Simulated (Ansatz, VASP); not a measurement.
# Two plane-wave programs on TaSiO4

Contents of INCAR:

```
SYSTEM = TaSiO4
ALGO     = Normal         ! electronic algorithm
EDIFF    = 1E-7           ! SCF threshold, eV
EDIFFG   = -0.01          ! ionic threshold
ENCUT    = 600            ! plane-wave cutoff, eV
GGA      = PE             ! functional
IBRION   = 2              ! ionic algorithm
ISIF     = 3              ! what is computed and relaxed
ISMEAR   = 0              ! smearing method
LASPH    = .TRUE.         ! aspherical terms in the spheres
LCHARG   = .FALSE.        ! write CHGCAR
LREAL    = .FALSE.        ! projectors in reciprocal space
LWAVE    = .FALSE.        ! write WAVECAR
NELM     = 60             ! most SCF steps
NSW      = 100            ! ionic steps
PREC     = Accurate       ! precision mode
SIGMA    = 0.1            ! smearing width, eV
```

KPOINTS

```
k-points
0
G
  12 12 8
  0 0 0
```

Contents of POSCAR:

```
TaSiO4
1.0
    3.4024998713      0.0000000000      0.0000000000
    0.0000000000      3.4024998713      0.0000000000
    0.0000000000      0.0000000000      4.8865370962
Ta Si O
1 1 4
Direct
    0.5000000000      0.5000000000      0.5000000000
    0.0000000000      0.0000000000      0.0000000000
    0.5000000000      0.0000000000      0.7587453010
    0.0000000000      0.5000000000      0.2412546990
    0.5000000000      0.0000000000      0.2412546990
    0.0000000000      0.5000000000      0.7587453010
```

Input for Ansatz:

```yaml
crystal:
  lattice:
    - [3.4024998713, 0.0, 0.0]
    - [0.0, 3.4024998713, 0.0]
    - [0.0, 0.0, 4.8865370962]
  atoms:
    - { symbol: Ta, position: [0.5, 0.5, 0.5] }
    - { symbol: Si, position: [0.0, 0.0, 0.0] }
    - { symbol: O, position: [0.5, 0.0, 0.758745301] }
    - { symbol: O, position: [0.0, 0.5, 0.241254699] }
    - { symbol: O, position: [0.5, 0.0, 0.241254699] }
    - { symbol: O, position: [0.0, 0.5, 0.758745301] }
basis:
  ecutwfc: 420
kpoints:
  mp_grid: { grid: [12, 12, 8] }
hamiltonian:
  xc: pbe
scf:
  occupations: { method: gaussian, width: 0.1 }
output:
  forces: true
  stress: true
  eigenvalues: true
relax:
  adjacent_minimum: "off"
  f_tol: 0.01
  max_steps: 80
  cell: { stress_tol: 0.05 }
```

Change from the starting cell: species swapped into the GdYH4 type (P4/mmm, No. 123).

Alike in both runs: task relaxation of cell and atoms; functional PBE; k mesh 12 × 12 × 8; occupations gaussian, width 0.1 eV; no spin polarisation.

|  | VASP | Ansatz |
| --- | --- | --- |
| version | VASP 6.6.1 | Ansatz 0.2.0 |
| potentials or method | VASP PAW PBE potentials, release 64 (Ta_pv, Si, O), cutoff 600 eV | scalar-relativistic, plane waves, PAW |
| valence electrons in the cell | 39 | 41 |

Ansatz gave:

- gap on the k mesh at the Fermi level, each at its own relaxed structure (eV): none
- relaxed volume (Å³/atom): 9.41
- relaxed length of the cell vector where the two differ most in proportion (Å): 4.891

**Question.** Which values does VASP return?

**Answer.** gap on the k mesh at the Fermi level, each at its own relaxed structure (eV): none; relaxed volume (Å³/atom): 9.42; relaxed length of the cell vector where the two differ most in proportion (Å): 4.893.

A gap of «none» marks a metal or a gap that the smearing closes. VASP's potentials hold 39 valence electrons a cell and Ansatz's 41, so a difference there can come from the potentials and not from the codes.

Spin-orbit coupling is off throughout.
